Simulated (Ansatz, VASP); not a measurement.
**ZnCdSe4S2: VASP beside Ansatz**

File INCAR:

```
SYSTEM = ZnCdSe4S2
PREC = Accurate ; ENCUT = 600
EDIFF = 1E-6 ; ISMEAR = 0
SIGMA = 0.2 ; LREAL = .False.
LASPH = .True. ; NELM = 80
ALGO = Normal ; ISIF = 3
LWAVE = .False. ; LCHARG = .False.
GGA = PE ; IBRION = 2
NSW = 36 ; EDIFFG = -0.08
```

KPOINTS

```
Automatic mesh
0
Gamma
  3 3 3
  0 0 0
```

Contents of POSCAR:

```
ZnCdSe4S2
1.0
    6.6039101000      0.0000000000      0.0000000000
   -3.3019550500      5.7191539100      0.0000000000
    0.0000000000      0.0000000000      6.2176703400
Zn Cd Se S
1 1 4 2
Direct
    0.0000000000      0.0000000000      0.0000000000
    0.0000000000      0.0000000000      0.5000000000
    0.3333333300      0.6666666700      0.3118234800
    0.6666666700      0.3333333300      0.3118234800
    0.6666666700      0.3333333300      0.6881765200
    0.3333333300      0.6666666700      0.6881765200
    0.3333333300      0.6666666700      0.0000000000
    0.6666666700      0.3333333300      0.0000000000
```

Input for Ansatz:

```yaml
crystal:
  lattice:
    - [6.6039101, 0.0, 0.0]
    - [-3.30195505, 5.71915391, 0.0]
    - [0.0, 0.0, 6.21767034]
  atoms:
    - { symbol: Zn, position: [0.0, 0.0, 0.0] }
    - { symbol: Cd, position: [0.0, 0.0, 0.5] }
    - { symbol: Se, position: [0.33333333, 0.66666667, 0.31182348] }
    - { symbol: Se, position: [0.66666667, 0.33333333, 0.31182348] }
    - { symbol: Se, position: [0.66666667, 0.33333333, 0.68817652] }
    - { symbol: Se, position: [0.33333333, 0.66666667, 0.68817652] }
    - { symbol: S, position: [0.33333333, 0.66666667, 0.0] }
    - { symbol: S, position: [0.66666667, 0.33333333, 0.0] }
basis:
  ecutwfc: 420
kpoints:
  mp_grid: { grid: [3, 3, 3] }
hamiltonian:
  xc: pbe
scf:
  occupations: { method: gaussian, width: 0.2 }
  lower_state_search: "off"
output:
  forces: true
  stress: true
  eigenvalues: true
relax:
  adjacent_minimum: "off"
  f_tol: 0.08
  max_steps: 16
  cell: { stress_tol: 0.8 }
```

Alike in both runs: task relaxation of cell and atoms; functional PBE; k mesh 3 × 3 × 3; occupations gaussian, width 0.2 eV; no spin polarisation.

|  | VASP | Ansatz |
| --- | --- | --- |
| version | VASP 6.6.1 | Ansatz 0.2.0 |
| potentials or method | VASP PAW PBE potentials, release 64 (Zn, Cd, Se, S), cutoff 600 eV | scalar-relativistic, plane waves, PAW |
| valence electrons in the cell | 60 | 108 |

VASP gave:

* gap on the k mesh at the Fermi level, each at its own relaxed structure (eV): none
* relaxed volume (Å³/atom): 32.15
* relaxed length of the cell vector where the two differ most in proportion (Å): 6.600

Q: Which values does Ansatz return?

A: gap on the k mesh at the Fermi level, each at its own relaxed structure (eV): none; relaxed volume (Å³/atom): 32.82; relaxed length of the cell vector where the two differ most in proportion (Å): 6.674.

A gap of «none» marks a metal or a gap that the smearing closes. VASP's potentials hold 60 valence electrons a cell and Ansatz's 108, so a difference there can come from the potentials and not from the codes.

The k mesh is coarse, so the values compare programs but aren't converged.
